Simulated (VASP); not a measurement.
# TiAl (P-6m2) in VASP: further runs

TiAl is run at these levels: PBE; tasks: single point.

Program: VASP 6.6.1. These are calculated values, not measurements. Logs are shortened: lines on timing, memory, paths and dates and some standing lists are left out, and cuts for length are marked.

### 1 The cell of the first run

The structure is hexagonal, space group P-6m2 (No. 187). The conventional cell has a = 2.845 Å, b = 2.845 Å, c = 4.463 Å, α = 90.00°, β = 90.00°, γ = 120.00°. Within 3.7 Å of Ti (site symmetry -6m2) lie 6 Al at 2.77 Å and 6 Ti at 2.85 Å. Within 3.7 Å of Al (site symmetry -6m2) lie 6 Ti at 2.77 Å and 6 Al at 2.85 Å.

### 2 Single point, PBE

Input file INCAR:

```
SYSTEM = TiAl
PREC = Accurate
ENCUT = 520
EDIFF = 1E-7
ISMEAR = 0
SIGMA = 0.15
LREAL = .False.
LASPH = .True.
NELM = 60
ALGO = Fast
ISIF = 2
LWAVE = .False.
LCHARG = .False.
GGA = PE
NBANDS = 14
```

Input file KPOINTS:

```
regular mesh
0
Gamma
  18 18 10
  0 0 0
```

Input file POSCAR:

```
TiAl
1.0
    2.8450000000      0.0000000000      0.0000000000
   -1.4225000000      2.4638422738      0.0000000000
    0.0000000000      0.0000000000      4.4625000000
Ti Al
1 1
Direct
    0.0000000000      0.0000000000      0.0000000000
    0.3333333333      0.6666666667      0.5000000000
```

Potentials or basis: VASP PAW PBE potentials, release 64 (Ti_sv, Al).

On the command line:

```console
cat potpaw_PBE.64/Ti_sv/POTCAR potpaw_PBE.64/Al/POTCAR > POTCAR
mpirun -np 1 vasp_std > vasp.out
```

OUTCAR:

```text
SYSTEM = TiAl
   PREC = Accurate
   ENCUT = 520
   EDIFF = 1E-7
   ISMEAR = 0
   LREAL = .False.
   LASPH = .True.
   NELM = 60
   ISIF = 2
   GGA = PE

 ion  position               nearest neighbor table
   1  0.000  0.000  0.000-   2 2.77   2 2.77   2 2.77   2 2.77   2 2.77   2 2.77
   2  0.333  0.667  0.500-   1 2.77   1 2.77   1 2.77   1 2.77   1 2.77   1 2.77

  LATTYP: Found a hexagonal cell.
 ALAT       =     2.8450000000
 C/A-ratio  =     1.5685413005

  Lattice vectors:

 A1 = (   2.8450000000,   0.0000000000,   0.0000000000)
 A2 = (  -1.4225000000,   2.4638422738,   0.0000000000)
 A3 = (   0.0000000000,   0.0000000000,   4.4625000000)

Analysis of symmetry for initial positions (statically):
=====================================================================
 Subroutine PRICEL returns:
 Original cell was already a primitive cell.

 Routine SETGRP: Setting up the symmetry group for a
 hexagonal supercell.

 Subroutine GETGRP returns: Found 12 space group operations
 (whereof 12 operations were pure point group operations)
 out of a pool of 24 trial point group operations.

The static configuration has the point symmetry D_3h.

Analysis of symmetry for dynamics (positions and initial velocities):
=====================================================================
 Subroutine PRICEL returns:
 Original cell was already a primitive cell.

 Routine SETGRP: Setting up the symmetry group for a
 hexagonal supercell.

 Subroutine GETGRP returns: Found 12 space group operations
 (whereof 12 operations were pure point group operations)
 out of a pool of 24 trial point group operations.

The dynamic configuration has the point symmetry D_3h.

 Subroutine INISYM returns: Found 12 space group operations
 (whereof 12 operations are pure point group operations),
 and found     1 'primitive' translations

----------------------------------------------------------------------------------------

                                     Primitive cell

  volume of cell :      31.2805

  direct lattice vectors                    reciprocal lattice vectors
     2.845000000  0.000000000  0.000000000     0.351493849  0.202935068  0.000000000
    -1.422500000  2.463842274  0.000000000     0.000000000  0.405870137  0.000000000
     0.000000000  0.000000000  4.462500000     0.000000000  0.000000000  0.224089636

  length of vectors
     2.845000000  2.845000000  4.462500000     0.405870137  0.405870137  0.224089636

  position of ions in fractional coordinates (direct lattice)
     0.000000000  0.000000000  0.000000000
     0.333333333  0.666666667  0.500000000

  ion indices of the primitive-cell ions
   primitive index   ion index
                 1           1
                 2           2

----------------------------------------------------------------------------------------

 KPOINTS: regular mesh

Automatic generation of k-mesh.
 Grid dimensions read from file:
 generate k-points for:   18   18   10

 Generating k-lattice:

  Cartesian coordinates                     Fractional coordinates (reciprocal lattice)
     0.019527436  0.011274170  0.000000000     0.055555556  0.000000000  0.000000000
     0.000000000  0.022548341  0.000000000     0.000000000  0.055555556  0.000000000
     0.000000000  0.000000000  0.022408964     0.000000000  0.000000000  0.100000000

  Length of vectors
     0.022548341  0.022548341  0.022408964

  Shift w.r.t. Gamma in fractional coordinates (k-lattice)
     0.000000000  0.000000000  0.000000000

 Subroutine IBZKPT returns following result:
 ===========================================

 Found    222 irreducible k-points:

 Following reciprocal coordinates:
            Coordinates               Weight
  0.000000  0.000000  0.000000      1.000000
  0.055556 -0.000000  0.000000      6.000000
  0.111111 -0.000000  0.000000      6.000000
  0.166667  0.000000  0.000000      6.000000
  0.222222  0.000000  0.000000      6.000000
  0.277778  0.000000  0.000000      6.000000
[... 16 lines left out ...]
  0.333333  0.111111  0.000000     12.000000
  0.388889  0.111111  0.000000     12.000000
 [... further k-points ...]
   k-points           NKPTS =    222   k-points in BZ     NKDIM =    222   number of bands    NBANDS=     14
   number of dos      NEDOS =    301   number of ions     NIONS =      2
   total plane-waves  NPLWV =  20736
   dimension x,y,z NGX =    24 NGY =   24 NGZ =   36
   dimension x,y,z NGXF=    48 NGYF=   48 NGZF=   72
   ions per type =               1   1
   NGX,Y,Z   is equivalent  to a cutoff of  14.02, 14.02, 13.41 a.u.
   NGXF,Y,Z  is equivalent  to a cutoff of  28.05, 28.05, 26.82 a.u.
 SYSTEM =  TiAl
   PREC   = accura    normal or accurate (medium, high low for compatibility)
   ISTART =      0    job   : 0-new  1-cont  2-samecut
   ICHARG =      2    charge: 1-file 2-atom 10-const
   ISPIN  =      1    spin polarized calculation?
   LNONCOLLINEAR =      F non collinear calculations
   LSORBIT =      F    spin-orbit coupling
   LASPH  =      T    aspherical Exc in radial PAW
   ENCUT  =  520.0 eV  38.22 Ry    6.18 a.u.   5.29  5.29  8.30*2*pi/ulx,y,z
   NELM   =     60;   NELMIN=  2; NELMDL= -5     # of ELM steps
   EDIFF  = 0.1E-06   stopping-criterion for ELM
   LREAL  =      F    real-space projection
   EDIFFG = 0.1E-05   stopping-criterion for IOM
   NSW    =      0    number of steps for IOM
   IBRION =     -1    ionic relax: 0-MD 1-quasi-New 2-CG
   NFREE  =      0    steps in history (QN), initial steepest desc. (CG)
   ISIF   =      2    stress and relaxation
   ISYM   =      2    0-nonsym 1-usesym 2-fastsym
   POTIM  = 0.5000    time-step for ionic-motion
   TEBEG  =    0.0;   TEEND  =   0.0 temperature during run
   PSTRESS=    0.0 pullay stress
   NELECT =      15.0000    total number of electrons
   NUPDOWN=      -1.0000    fix difference up-down
   EMIN   =  10.00;   EMAX   =-10.00  energy-range for DOS
   EFERMI =   0.00;   METHOD = LEGACY
   ISMEAR =     0;   SIGMA  =   0.15  broadening in eV -4-tet -1-fermi 0-gaus
   EFERMI_NEDOS =   21; number of points for ismear=-14 and -15
   IALGO  =     68    algorithm
   IMIX   =      4    mixing-type and parameters
     AMIX     =   0.40;   BMIX     =  1.00
     AMIX_MAG =   1.60;   BMIX_MAG =  1.00
  volume/ion in A,a.u.               =      15.64       105.55
  Fermi-wavevector in a.u.,A,eV,Ry     =   1.281388  2.421473 22.340170  1.641956
  Thomas-Fermi vector in A             =   2.413761
   LORBIT       =      0    0 simple, 1 ext, 2 COOP (PROOUT), +10 PAW based schemes
   GGA     = PE    functional components
   LHFCALC =     F    Hartree Fock is set to
   AEXX    =    0.0000 exact exchange contribution
   IVDW    =     0    specifies the selected vdW correction
   LEPSILON=     F    determine dielectric tensor
   LRPA    =     F    only Hartree local field effects (RPA)
 non-spin polarized calculation
 RMM-DIIS sequential band-by-band and
 Gauss-broadening in eV      SIGMA  =   0.15
  energy-cutoff  :      520.00
  volume of cell :       31.28
 maximum number of plane-waves:       857
 NGX is ok and might be reduce to    24
   NGX = 11   NGY = 11   NGZ = 17

 number of electron      15.0000002 magnetization

 Free energy of the ion-electron system (eV)
  ---------------------------------------------------
  ext. energy  EPLUGINS =         0.00000000
  ---------------------------------------------------
  free energy    TOTEN  =       -12.03470019 eV

  energy without entropy =      -12.00605818  energy(sigma->0) =      -12.02037919

 E-fermi :   8.4872     XC(G=0): -11.2010

 val. band max:        8.4859294880   @ k =   0.3333   0.3333   0.3000
 cond. band min:       8.4917767732   @ k =   0.2222   0.1111   0.5000
 fundamental gap:      0.0058472852
 Fermi energy:         8.4871938764

 k-point     1 :       0.0000    0.0000    0.0000
  band No.  band energies     occupation
      1     -47.9063      2.00000
      2     -24.2419      2.00000
      3     -23.7919      2.00000
      4     -23.7919      2.00000
      5      -0.6608      2.00000
      6       6.2701      2.00000
      7       6.9711      2.00000
      8       9.8121      0.00000
      9       9.8121      0.00000
     10      11.3441      0.00000
     11      11.3441      0.00000
     12      13.1956      0.00000
     13      21.4658      0.00000
     14      21.4658      0.00000

 k-point     2 :       0.0556   -0.0000    0.0000
  band No.  band energies     occupation
      1     -47.9032      2.00000
      2     -24.2388      2.00000
      3     -23.8114      2.00000
      4     -23.7963      2.00000
      5      -0.5822      2.00000
      6       6.3531      2.00000
      7       6.9673      2.00000
      8       9.7313      0.00000
      9       9.8770      0.00000
     10      11.3209      0.00000
     11      11.3762      0.00000
     12      13.2108      0.00000
     13      20.2335      0.00000
     14      20.7620      0.00000

 k-point     3 :       0.1111   -0.0000    0.0000
  band No.  band energies     occupation
      1     -47.8941      2.00000
      2     -24.2298      2.00000
      3     -23.8672      2.00000
      4     -23.8089      2.00000
      5      -0.3479      2.00000
      6       6.5905      2.00000
      7       6.9564      2.00000
      8       9.5098      0.00000
      9      10.0678      0.00000
     10      11.2544      0.00000
     11      11.4722      0.00000
     12      13.2514      0.00000
     13      18.4090      0.00000
     14      19.8450      0.00000
[... 324 lines left out ...]
 k-point    23 :       0.3333    0.1111    0.0000
  band No.  band energies     occupation
      1     -47.8101      2.00000
      2     -24.3311      2.00000
      3     -24.1460      2.00000
      4     -23.9611      2.00000
      5       3.1394      2.00000
      6       6.9886      2.00000
      7       7.1769      2.00000
      8       7.9516      2.00000
      9      10.2197      0.00000
     10      11.5529      0.00000
     11      12.8658      0.00000
     12      13.2240      0.00000
     13      14.2864      0.00000
     14      15.2428      0.00000

 k-point    24 :       0.3889    0.1111    0.0000
  band No.  band energies     occupation
      1     -47.8014      2.00000
      2     -24.3765      2.00000
      3     -24.1374      2.00000
      4     -23.9770      2.00000
      5       4.1008      2.00000
      6       6.3961      2.00000
      7       7.0107      2.00000
      8       7.6732      2.00000
      9      10.0952      0.00000
     10      11.8034      0.00000
     11      12.8868      0.00000
     12      13.5459      0.00000
     13      14.2881      0.00000
     14      15.4704      0.00000

 [... further k-points ...]

------------------------ aborting loop because EDIFF is reached ----------------------------------------

  FORCE on cell =-STRESS in cart. coord.  units (eV):
  Direction    XX          YY          ZZ          XY          YZ          ZX
  --------------------------------------------------------------------------------------
  -------------------------------------------------------------------------------------
  Total        1.2687475      1.2687475      2.3977692      0.0000000      0.0000000     -0.0000000
  in kB       64.9848878     64.9848878    122.8130606      0.0000000      0.0000000     -0.0000000
  external PRESSURE =      84.2609454 kB  Pullay stress =       0.0000000 kB

 VOLUME and BASIS-vectors are now :
 -----------------------------------------------------------------------------
  energy-cutoff  :      520.00
  volume of cell :       31.28
      direct lattice vectors                 reciprocal lattice vectors
     2.845000000  0.000000000  0.000000000     0.351493849  0.202935068  0.000000000
    -1.422500000  2.463842274  0.000000000     0.000000000  0.405870137  0.000000000
     0.000000000  0.000000000  4.462500000     0.000000000  0.000000000  0.224089636

 POSITION                                       TOTAL-FORCE (eV/Angst)
 -----------------------------------------------------------------------------------
      0.00000      0.00000      0.00000        -0.000000      0.000000      0.000000
     -0.00000      1.64256      2.23125         0.000000      0.000000      0.000000
 -----------------------------------------------------------------------------------
    total drift:                                0.000000     -0.000000      0.000000

  FREE ENERGIE OF THE ION-ELECTRON SYSTEM (eV)
  ---------------------------------------------------
  free  energy   TOTEN  =       -12.0347001892 eV

  energy  without entropy=      -12.0060581811  energy(sigma->0) =      -12.02037919
```

Run time: 2.7 min. Hardware: 1 thread of Intel Xeon Platinum 8488C (Sapphire Rapids), shared host; peak memory 0.23 GiB.

What came out:

```yaml
Free_energy: -12.0347 eV
Pressure: 8.4 GPa
```

Levels at points of the mesh, in eV from the Fermi level:
```csv
k point,band 6,band 7,band 8,band 9,band 10,band 11
"(0.00, 0.00, 0.00)",-2.22,-1.52,1.32,1.32,2.86,2.86
"(0.50, 0.00, 0.00)",-2.92,-1.61,-1.01,2.14,4.12,4.48
"(0.00, 0.00, 0.50)",-5.33,-0.25,1.34,1.34,2.75,2.75
"(0.50, 0.00, 0.50)",-2.40,-1.91,0.58,1.07,1.87,3.49
```

(Part 1 of 3 ends here.)
